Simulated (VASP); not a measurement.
Write the native input for VASP 6.6.1 that does the following.

| Property | Result |
| --- | --- |
| Task | single point |
| Functional | BLYP |
| Potentials or basis | VASP PAW PBE potentials, release 64 (Sn_d) |
| Cutoff | 520 eV |
| k mesh | 11 × 11 × 11 |
| Occupations | methfessel-paxton, width 0.1 eV |
| Spin | no spin polarisation |
| Dipole correction | no |
| Further INCAR settings | ALGO = Normal; EDIFF = 1e-06; NBANDS = 13 |

The structure of Sn lies in POSCAR:

```
Sn
1.0
   -1.7265390000      1.7755470000      2.3383420000
    1.7265390000     -1.7755470000      2.3383420000
    1.7265390000      1.7755470000     -2.3383420000
Sn
1
Direct
    0.0000000000      0.0000000000      0.0000000000
```

These files were run (other wordings do the same):

INCAR

```
AGGAC = 1.0
AGGAX = 1.0
ALDAC = 0.0
ALDAX = 1.0
ALGO = Normal
EDIFF = 1E-6
ENCUT = 520
GGA = B5
ISIF = 2
ISMEAR = 1
LASPH = T
LCHARG = T
LELF = T
LREAL = F
LVHAR = T
LWAVE = F
NBANDS = 13
NELM = 80
PREC = Accurate
SIGMA = 0.1
```

KPOINTS

```
k-points
0
Gamma
  11 11 11
```

Potentials or basis: VASP PAW PBE potentials, release 64 (Sn_d).

Launch:

```sh
$ cat potpaw_PBE.64/Sn_d/POTCAR > POTCAR
$ mpirun -np 1 vasp_std > vasp.out
```

It gave:

```
Pressure               : 3.1 GPa
Band gap on the k mesh : zero (bands 7 and 8 overlap by 8.48 eV)
```

Caveat: the cell stands under pressure; the PAW data sets were made with another functional, which shifts forces and pressure a little; spin-orbit coupling is left out, which moves the levels of the heavy elements.

Run time: 2.5 min on 1 thread of Intel Xeon 8259CL (shared host), peak memory 0.21 GiB.
